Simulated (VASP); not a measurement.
# CdI2 (P-3m1) in VASP: settings compared

Aim: see how the results for CdI2 move with the level of theory and the settings. Levels: PBE, r2SCAN, PBE0. Tasks: single point.

Program: VASP 6.6.1. These are calculated values, not measurements. Logs are shortened: lines on timing, memory, paths and dates and some standing lists are left out, and cuts for length are marked.

## (1) The cell of the first run

Symmetry: P-3m1, No. 164, trigonal system. Conventional cell: a = 4.249 Å, b = 4.249 Å, c = 6.884 Å, α = 90.00°, β = 90.00°, γ = 120.00°. Within 3.9 Å of Cd (site symmetry -3m) lie 6 I at 2.99 Å. I (site symmetry 3m) has 3 Cd at 2.99 Å within 3.9 Å.

## (2) Single point, PBE

INCAR reads:

```
  PREC = Accurate
  ENCUT = 500
  EDIFF = 1E-6
  ISMEAR = 0
  SIGMA = 0.01
  LREAL = False
  LASPH = True
  NELM = 120
  ALGO = Normal
  ISIF = 2
  LWAVE = False
  LCHARG = True
  GGA = PE
  LELF = True
  LVHAR = True
  NBANDS = 20
  GGA_COMPAT = False
```

KPOINTS reads:

```
Automatic mesh
0
Gamma
  6 6 4
```

POSCAR reads:

```
CdI2
1.0
    4.2487073931      0.0000000000      0.0000000000
   -2.1243536965      3.6794885357      0.0000000000
    0.0000000000      0.0000000000      6.8836385196
Cd I
1 2
Direct
    0.0000000000      0.0000000000      0.0000000000
    0.3333333333      0.6666666667      0.2495631425
    0.6666666667      0.3333333333      0.7504368575
```

Potentials or basis: VASP PAW PBE potentials, release 64 (Cd, I).

Command:

```
> cat potpaw_PBE.64/Cd/POTCAR potpaw_PBE.64/I/POTCAR > POTCAR
> mpirun -np 1 vasp_std > vasp.out
```

OUTCAR:

```text
PREC = Accurate
   ENCUT = 500
   EDIFF = 1E-6
   ISMEAR = 0
   LREAL = False
   LASPH = True
   NELM = 120
   ISIF = 2
   GGA = PE

 ion  position               nearest neighbor table
   1  0.000  0.000  0.000-   2 2.99   3 2.99   2 2.99   3 2.99   3 2.99   2 2.99
   2  0.333  0.667  0.250-   1 2.99   1 2.99   1 2.99
   3  0.667  0.333  0.750-   1 2.99   1 2.99   1 2.99

  LATTYP: Found a hexagonal cell.
 ALAT       =     4.2487073931
 C/A-ratio  =     1.6201724154

  Lattice vectors:

 A1 = (   4.2487073931,   0.0000000000,   0.0000000000)
 A2 = (  -2.1243536965,   3.6794885357,   0.0000000000)
 A3 = (   0.0000000000,   0.0000000000,   6.8836385196)

Analysis of symmetry for initial positions (statically):
=====================================================================
 Subroutine PRICEL returns:
 Original cell was already a primitive cell.

 Routine SETGRP: Setting up the symmetry group for a
 hexagonal supercell.

 Subroutine GETGRP returns: Found 12 space group operations
 (whereof 12 operations were pure point group operations)
 out of a pool of 24 trial point group operations.

The static configuration has the point symmetry D_3d.

Analysis of symmetry for dynamics (positions and initial velocities):
=====================================================================
 Subroutine PRICEL returns:
 Original cell was already a primitive cell.

 Routine SETGRP: Setting up the symmetry group for a
 hexagonal supercell.

 Subroutine GETGRP returns: Found 12 space group operations
 (whereof 12 operations were pure point group operations)
 out of a pool of 24 trial point group operations.

The dynamic configuration has the point symmetry D_3d.

 Subroutine INISYM returns: Found 12 space group operations
 (whereof 12 operations are pure point group operations),
 and found     1 'primitive' translations

----------------------------------------------------------------------------------------

                                     Primitive cell

  volume of cell :     107.6124

  direct lattice vectors                    reciprocal lattice vectors
     4.248707393  0.000000000  0.000000000     0.235365702  0.135888452  0.000000000
    -2.124353697  3.679488536  0.000000000     0.000000000  0.271776903  0.000000000
     0.000000000  0.000000000  6.883638520     0.000000000  0.000000000  0.145272009

  length of vectors
     4.248707393  4.248707393  6.883638520     0.271776903  0.271776903  0.145272009

  position of ions in fractional coordinates (direct lattice)
     0.000000000  0.000000000  0.000000000
     0.333333333  0.666666667  0.249563143
     0.666666667  0.333333333  0.750436857

  ion indices of the primitive-cell ions
   primitive index   ion index
                 1           1
                 2           2
                 3           3

----------------------------------------------------------------------------------------

 KPOINTS: Automatic mesh

Automatic generation of k-mesh.
 Grid dimensions read from file:
 generate k-points for:    6    6    4

 Generating k-lattice:

  Cartesian coordinates                     Fractional coordinates (reciprocal lattice)
     0.039227617  0.022648075  0.000000000     0.166666667 -0.000000000  0.000000000
     0.000000000  0.045296151  0.000000000     0.000000000  0.166666667  0.000000000
     0.000000000  0.000000000  0.036318002     0.000000000  0.000000000  0.250000000

  Length of vectors
     0.045296151  0.045296151  0.036318002

  Shift w.r.t. Gamma in fractional coordinates (k-lattice)
     0.000000000  0.000000000  0.000000000

 Subroutine IBZKPT returns following result:
 ===========================================

 Found     24 irreducible k-points:

 Following reciprocal coordinates:
            Coordinates               Weight
  0.000000  0.000000  0.000000      1.000000
  0.166667 -0.000000  0.000000      6.000000
  0.333333 -0.000000  0.000000      6.000000
  0.500000 -0.000000  0.000000      3.000000
  0.166667  0.166667  0.000000      6.000000
  0.333333  0.166667  0.000000     12.000000
[... 16 lines left out ...]
  0.333333  0.166667  0.500000     12.000000
  0.333333  0.333333  0.500000      2.000000
   k-points           NKPTS =     24   k-points in BZ     NKDIM =     24   number of bands    NBANDS=     20
   number of dos      NEDOS =    301   number of ions     NIONS =      3
   total plane-waves  NPLWV =  51200
   dimension x,y,z NGX =    32 NGY =   32 NGZ =   50
   dimension x,y,z NGXF=    64 NGYF=   64 NGZF=  100
   ions per type =               1   2
   NGX,Y,Z   is equivalent  to a cutoff of  12.52, 12.52, 12.08 a.u.
   NGXF,Y,Z  is equivalent  to a cutoff of  25.04, 25.04, 24.15 a.u.
 SYSTEM =  unknown system
   PREC   = accura    normal or accurate (medium, high low for compatibility)
   ISTART =      0    job   : 0-new  1-cont  2-samecut
   ICHARG =      2    charge: 1-file 2-atom 10-const
   ISPIN  =      1    spin polarized calculation?
   LNONCOLLINEAR =      F non collinear calculations
   LSORBIT =      F    spin-orbit coupling
   LASPH  =      T    aspherical Exc in radial PAW
   ENCUT  =  500.0 eV  36.75 Ry    6.06 a.u.   7.75  7.75 12.55*2*pi/ulx,y,z
   NELM   =    120;   NELMIN=  2; NELMDL= -5     # of ELM steps
   EDIFF  = 0.1E-05   stopping-criterion for ELM
   LREAL  =      F    real-space projection
   EDIFFG = 0.1E-04   stopping-criterion for IOM
   NSW    =      0    number of steps for IOM
   IBRION =     -1    ionic relax: 0-MD 1-quasi-New 2-CG
   NFREE  =      0    steps in history (QN), initial steepest desc. (CG)
   ISIF   =      2    stress and relaxation
   ISYM   =      2    0-nonsym 1-usesym 2-fastsym
   POTIM  = 0.5000    time-step for ionic-motion
   TEBEG  =    0.0;   TEEND  =   0.0 temperature during run
   PSTRESS=    0.0 pullay stress
   NELECT =      26.0000    total number of electrons
   NUPDOWN=      -1.0000    fix difference up-down
   EMIN   =  10.00;   EMAX   =-10.00  energy-range for DOS
   EFERMI =   0.00;   METHOD = LEGACY
   ISMEAR =     0;   SIGMA  =   0.01  broadening in eV -4-tet -1-fermi 0-gaus
   EFERMI_NEDOS =   21; number of points for ismear=-14 and -15
   IALGO  =     38    algorithm
   IMIX   =      4    mixing-type and parameters
     AMIX     =   0.40;   BMIX     =  1.00
     AMIX_MAG =   1.60;   BMIX_MAG =  1.00
  volume/ion in A,a.u.               =      35.87       242.07
  Fermi-wavevector in a.u.,A,eV,Ry     =   1.019636  1.926833 14.145401  1.039658
  Thomas-Fermi vector in A             =   2.153161
   LORBIT       =      0    0 simple, 1 ext, 2 COOP (PROOUT), +10 PAW based schemes
   GGA     = PE    functional components
   LHFCALC =     F    Hartree Fock is set to
   AEXX    =    0.0000 exact exchange contribution
   IVDW    =     0    specifies the selected vdW correction
   LEPSILON=     F    determine dielectric tensor
   LRPA    =     F    only Hartree local field effects (RPA)
 non-spin polarized calculation
 Gauss-broadening in eV      SIGMA  =   0.01
  energy-cutoff  :      500.00
  volume of cell :      107.61
 maximum number of plane-waves:      2786
 NGX is ok and might be reduce to    32
   NGX = 15   NGY = 15   NGZ = 25

 number of electron      25.9999996 magnetization

 Free energy of the ion-electron system (eV)
  ---------------------------------------------------
  ext. energy  EPLUGINS =         0.00000000
  ---------------------------------------------------
  free energy    TOTEN  =        -5.49254943 eV

  energy without entropy =       -5.49254943  energy(sigma->0) =       -5.49254943

 E-fermi :   2.0114     XC(G=0):  -8.5458

 val. band max:        1.9618866103   @ k =   0.1667  -0.0000   0.2500
 cond. band min:       4.3350968346   @ k =   0.5000  -0.0000   0.5000
 fundamental gap:      2.3732102243
 Fermi energy:         2.0114032108

 k-point     1 :       0.0000    0.0000    0.0000
  band No.  band energies     occupation
      1     -10.1291      2.00000
      2      -9.4332      2.00000
      3      -5.6141      2.00000
      4      -5.6141      2.00000
      5      -5.4993      2.00000
      6      -5.4181      2.00000
[... 12 lines left out ...]
     19      11.0254      0.00000
     20      11.1289      0.00000

 k-point     2 :       0.1667   -0.0000    0.0000
  band No.  band energies     occupation
      1      -9.9971      2.00000
      2      -9.4147      2.00000
      3      -5.5955      2.00000
      4      -5.5525      2.00000
      5      -5.4712      2.00000
      6      -5.4230      2.00000
[... 12 lines left out ...]
     19      10.1559      0.00000
     20      11.1081      0.00000

 k-point     3 :       0.3333   -0.0000    0.0000
  band No.  band energies     occupation
      1      -9.6927      2.00000
      2      -9.3911      2.00000
      3      -5.5767      2.00000
      4      -5.5002      2.00000
      5      -5.4213      2.00000
      6      -5.3821      2.00000
[... 12 lines left out ...]
     19      10.4970      0.00000
     20      11.1177      0.00000

 k-point     4 :       0.5000   -0.0000    0.0000
  band No.  band energies     occupation
      1      -9.4582      2.00000
      2      -9.4441      2.00000
      3      -5.5761      2.00000
      4      -5.5096      2.00000
      5      -5.4100      2.00000
      6      -5.3561      2.00000
[... 12 lines left out ...]
     19      11.1105      0.00000
     20      11.6449      0.00000

 k-point     5 :       0.1667    0.1667    0.0000
  band No.  band energies     occupation
      1      -9.7782      2.00000
      2      -9.3917      2.00000
      3      -5.5734      2.00000
      4      -5.4815      2.00000
      5      -5.4416      2.00000
      6      -5.3958      2.00000
[... 12 lines left out ...]
     19       9.2105      0.00000
     20      11.4694      0.00000
[... 353 lines left out ...]
      6      -5.3561      2.00000
[... 12 lines left out ...]
     19      11.3854      0.00000
     20      11.7023      0.00000

 k-point    22 :       0.1667    0.1667    0.5000
  band No.  band energies     occupation
      1      -9.6496      2.00000
      2      -9.5321      2.00000
      3      -5.5692      2.00000
      4      -5.4956      2.00000
      5      -5.4392      2.00000
      6      -5.4109      2.00000
[... 12 lines left out ...]
     19      10.0335      0.00000
     20      10.9080      0.00000

 k-point    23 :       0.3333    0.1667    0.5000
  band No.  band energies     occupation
      1      -9.4780      2.00000
      2      -9.4221      2.00000
      3      -5.5338      2.00000
      4      -5.4821      2.00000
      5      -5.4069      2.00000
      6      -5.3738      2.00000
[... 12 lines left out ...]
     19      10.1877      0.00000
     20      11.4047      0.00000

 k-point    24 :       0.3333    0.3333    0.5000
  band No.  band energies     occupation
      1      -9.4032      2.00000
      2      -9.4032      2.00000
      3      -5.4502      2.00000
      4      -5.4502      2.00000
      5      -5.3899      2.00000
      6      -5.3734      2.00000
[... 12 lines left out ...]
     19      10.9766      0.00000
     20      10.9767      0.00000

------------------------ aborting loop because EDIFF is reached ----------------------------------------

  FORCE on cell =-STRESS in cart. coord.  units (eV):
  Direction    XX          YY          ZZ          XY          YZ          ZX
  --------------------------------------------------------------------------------------
  -------------------------------------------------------------------------------------
  Total        1.1710029      1.1710029      1.1233080      0.0000000      0.0000000      0.0000000
  in kB       17.4343687     17.4343687     16.7242676      0.0000000      0.0000000      0.0000000
  external PRESSURE =      17.1976684 kB  Pullay stress =       0.0000000 kB

 VOLUME and BASIS-vectors are now :
 -----------------------------------------------------------------------------
  energy-cutoff  :      500.00
  volume of cell :      107.61
      direct lattice vectors                 reciprocal lattice vectors
     4.248707393  0.000000000  0.000000000     0.235365702  0.135888452  0.000000000
    -2.124353697  3.679488536  0.000000000     0.000000000  0.271776903  0.000000000
     0.000000000  0.000000000  6.883638520     0.000000000  0.000000000  0.145272009

 POSITION                                       TOTAL-FORCE (eV/Angst)
 -----------------------------------------------------------------------------------
      0.00000      0.00000      0.00000         0.000000      0.000000      0.000000
     -0.00000      2.45299      1.71790         0.000000      0.000000      0.092129
      2.12435      1.22650      5.16574        -0.000000     -0.000000     -0.092129
 -----------------------------------------------------------------------------------
    total drift:                                0.000000     -0.000000      0.000000

  FREE ENERGIE OF THE ION-ELECTRON SYSTEM (eV)
  ---------------------------------------------------
  free  energy   TOTEN  =        -5.4925494309 eV

  energy  without entropy=       -5.4925494309  energy(sigma->0) =       -5.49254943
```

Wall time 68 s (1 thread of Intel Xeon 8259CL, shared host); peak memory 0.24 GiB.

What came out:

| Quantity | Value |
| --- | --- |
| Free energy | -5.4925 eV |
| Pressure | 1.7 GPa |
| Largest force | 0.092 eV/Å |
| Band gap on the k mesh | 2.37 eV (least direct gap 2.60 eV) |

Forces in eV/Å, atoms in the order of the input:
```
Cd   0.000  0.000  0.000
I    0.000  0.000  0.092
I    0.000  0.000 -0.092
```

Caveat: spin-orbit coupling is left out, which moves the levels of the heavy elements; this functional lacks dispersion, which binds the layers, so the pressure and a relaxed spacing across them are unreliable. A k mesh can miss the band edges.

[end of part 1 of 4]
